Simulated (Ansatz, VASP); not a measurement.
One calculation of AlNi, two programs

```
Al Ni
1.0
     2.04281   -2.04281    0.00000
     2.04281    2.04281    0.00000
     0.00000    0.00000    2.90114
Al Ni
1 1
Direct
  0.00000 0.00000 0.07756
  0.50000 0.50000 0.50000
```

Change from the starting cell: all Al atoms moved +0.225 Å, as atom 1 along Cartesian [0 0 1].

Alike in both runs: task single point; functional PBE; k mesh 20 × 20 × 20; occupations gaussian, width 0.15 eV; no spin polarisation.

|  | VASP | Ansatz |
| --- | --- | --- |
| version | VASP 6.6.1 | Ansatz 0.2.0 |
| potentials or method | VASP PAW PBE potentials, release 64 (Al, Ni), cutoff 520 eV | scalar-relativistic, plane waves, PAW |
| valence electrons in the cell | 13 | 21 |

VASP gave:

| Property | Result |
| --- | --- |
| gap on the k mesh at the Fermi level (eV) | none |
| pressure (GPa) | 3.1 |
| traceless stress, the component that is largest in VASP (GPa) | -1.85 |
| rms of the force components (eV/Å) | 0.741 |

Q: Which values does Ansatz return?

A: gap on the k mesh at the Fermi level (eV): none; pressure (GPa): 3.2; traceless stress, the component that is largest in VASP (GPa): -1.84; rms of the force components (eV/Å): 0.738.

Atom by atom the forces differ by 0.003 eV/Å (rms over components). A gap of «none» marks a metal or a gap that the smearing closes. VASP's potentials hold 13 valence electrons a cell and Ansatz's 21, so a difference there can come from the potentials and not from the codes.
